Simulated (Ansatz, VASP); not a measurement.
One calculation of Pd3F7, two programs

INCAR

```
PREC = Accurate
ENCUT = 600
EDIFF = 1E-6
ISMEAR = 0
SIGMA = 0.2
LREAL = False
LASPH = True
NELM = 120
ALGO = Normal
ISIF = 2
LWAVE = False
LCHARG = False
GGA = PE
NBANDS = 50
GGA_COMPAT = False
```

Contents of KPOINTS:

```
Automatic mesh
0
Gamma
  6 4 4
```

POSCAR

```
Pd3F7
1.0
    0.0000000000      0.0000000000      4.0568011000
   -5.8416582000      0.0000000000      0.0000000000
    2.9208291000     -6.8013081000      0.0000000000
Pd F
3 7
Direct
    0.0000000000      0.0000000000      0.0000000000
    0.0000000000      1.0000000000      0.5000000000
    0.0000000000      0.5000000000      0.5000000000
    0.5000000000      0.0000000000      0.0000000000
    0.0000000000      0.8537300000      0.2059620000
    0.0000000000      0.1462700000      0.7940380000
    0.0000000000      0.6477680000      0.7940380000
    0.0000000000      0.3522320000      0.2059620000
    0.5000000000      1.0000000000      0.5000000000
    0.5000000000      0.5000000000      0.5000000000
```

Input for Ansatz:

```yaml
crystal:
  lattice:
    - [0.0, 0.0, 4.0568011]
    - [-5.8416582, 0.0, 0.0]
    - [2.9208291, -6.8013081, 0.0]
  atoms:
    - { symbol: Pd, position: [0.0, 0.0, 0.0] }
    - { symbol: Pd, position: [0.0, 1.0, 0.5] }
    - { symbol: Pd, position: [0.0, 0.5, 0.5] }
    - { symbol: F, position: [0.5, 0.0, 0.0] }
    - { symbol: F, position: [0.0, 0.85373, 0.205962] }
    - { symbol: F, position: [0.0, 0.14627, 0.794038] }
    - { symbol: F, position: [0.0, 0.647768, 0.794038] }
    - { symbol: F, position: [0.0, 0.352232, 0.205962] }
    - { symbol: F, position: [0.5, 1.0, 0.5] }
    - { symbol: F, position: [0.5, 0.5, 0.5] }
basis:
  ecutwfc: 420
kpoints:
  mp_grid: { grid: [6, 4, 4] }
hamiltonian:
  xc: pbe
scf:
  occupations: { method: gaussian, width: 0.2 }
  lower_state_search: "off"
output:
  forces: true
  stress: true
  eigenvalues: true
```

Alike in both runs: task single point; functional PBE; k mesh 6 × 4 × 4; occupations gaussian, width 0.2 eV; no spin polarisation.

|  | VASP | Ansatz |
| --- | --- | --- |
| version | VASP 6.6.1 | Ansatz 0.2.0 |
| potentials or method | VASP PAW PBE potentials, release 64 (Pd, F), cutoff 600 eV | scalar-relativistic, plane waves, PAW |
| valence electrons in the cell | 79 | 103 |

VASP gave:

```
gap on the k mesh at the Fermi level (eV)                     : none
pressure (GPa)                                                : -0.1
traceless stress, the component that is largest in VASP (GPa) : 0.28
rms of the force components (eV/Å)                            : 0.011
```

Question: Estimate Ansatz's values.

Answer: gap on the k mesh at the Fermi level (eV): none; pressure (GPa): 0.1; traceless stress, the component that is largest in VASP (GPa): 0.38; rms of the force components (eV/Å): 0.006.

Atom by atom the forces differ by 0.004 eV/Å (rms over components). A gap of «none» marks a metal or a gap that the smearing closes. With one functional, cell and mesh, what is left measures potentials, basis and numerics. VASP's potentials hold 79 valence electrons a cell and Ansatz's 103, so a difference there can come from the potentials and not from the codes.
